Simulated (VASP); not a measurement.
Input of a VASP 6.6.1 run:

POSCAR

```
O
1.0
    9.0000000000      0.0000000000      0.0000000000
    0.0000000000      9.5000000000      0.0000000000
    0.0000000000      0.0000000000     10.0000000000
O
2
Direct
    0.5000000000      0.5000000000      0.4385000000
    0.5000000000      0.5000000000      0.5615000000
```

INCAR.step1

```
ALGO = Normal
EDIFF = 1E-4
ENCUT = 520
GGA = PE
ISMEAR = 0
ISPIN = 2
LASPH = True
LCHARG = False
LREAL = False
LWAVE = True
MAGMOM = 1 1
NELM = 150
PREC = Accurate
SIGMA = 0.05
```

INCAR.step2

```
ALGO = Normal
EDIFF = 1E-6
EDIFFG = -0.01
ENCUT = 520
IBRION = 2
ISIF = 2
ISMEAR = 0
ISPIN = 2
ISTART = 1
LASPH = True
LCHARG = False
LMIXTAU = True
LORBIT = 11
LREAL = False
LWAVE = False
MAGMOM = 1 1
METAGGA = R2SCAN
NELM = 150
NSW = 80
PREC = Accurate
SIGMA = 0.05
```

File KPOINTS:

```
k-points
0
Gamma
  1 1 1
```

Potentials or basis: VASP PAW PBE potentials, release 64 (O).

Run with:

```console
$ cat potpaw_PBE.64/O/POTCAR > POTCAR
$ cp INCAR.step1 INCAR
$ mpirun -np 1 vasp_gam > vasp.out
$ cp INCAR.step2 INCAR
$ mpirun -np 1 vasp_gam > vasp.out
```

(1) Predict the energy gained by relaxing.

(2) What does it give for the site moments?

(3) Estimate the net moment.

Answers

(1) 1.2 meV/atom.

(2) O +0.83 μB.

(3) 2.00 μB per cell.

Caveat: the standard files for N, O and F lose accuracy on very short bonds.
